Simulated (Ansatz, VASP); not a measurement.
# Two plane-wave programs on ZrO2

```
CELL_PARAMETERS angstrom
7.20214 0.00000 0.00000
0.00000 3.60107 0.00000
0.00000 0.00000 5.22196
ATOMIC_POSITIONS crystal
Zr 0.50000 0.00000 0.00000
Zr 0.00000 0.00000 0.00000
Zr 0.25000 0.50000 0.50000
Zr 0.75000 0.50000 0.50000
O 0.50000 0.50000 0.19790
O 0.00000 0.50000 0.19790
O 0.00000 0.50000 0.69790
O 0.50000 0.50000 0.69790
O 0.25000 0.00000 0.30210
O 0.75000 0.00000 0.30210
O 0.25000 0.00000 0.80210
O 0.75000 0.00000 0.80210
```

Alike in both runs: task single point; functional PBE; dispersion D3(BJ); k mesh 4 × 8 × 6; occupations gaussian, width 0.1 eV; no spin polarisation.

|  | VASP | Ansatz |
| --- | --- | --- |
| version | VASP 6.6.1 | Ansatz 0.2.0 |
| potentials or method | VASP PAW PBE potentials, release 64 (Zr_sv, O), cutoff 600 eV | scalar-relativistic, plane waves, PAW |
| valence electrons in the cell | 96 | 96 |

|  | VASP | Ansatz | Ansatz less VASP |
| --- | --- | --- | --- |
| gap on the k mesh at the Fermi level (eV) | 4.05 | 4.06 | +0.007 |
| least direct gap on the mesh (eV) | 4.15 | 4.15 | +0.006 |
| pressure (GPa) | 0.1 | 0.0 | -0.11 |
| traceless stress, the component that is largest in VASP (GPa) | -0.06 | 0.00 | +0.068 |
| rms of the force components (eV/Å) | 0.009 | 0.000 | -0.0086 |

Atom by atom the forces differ by 0.009 eV/Å (rms over components).
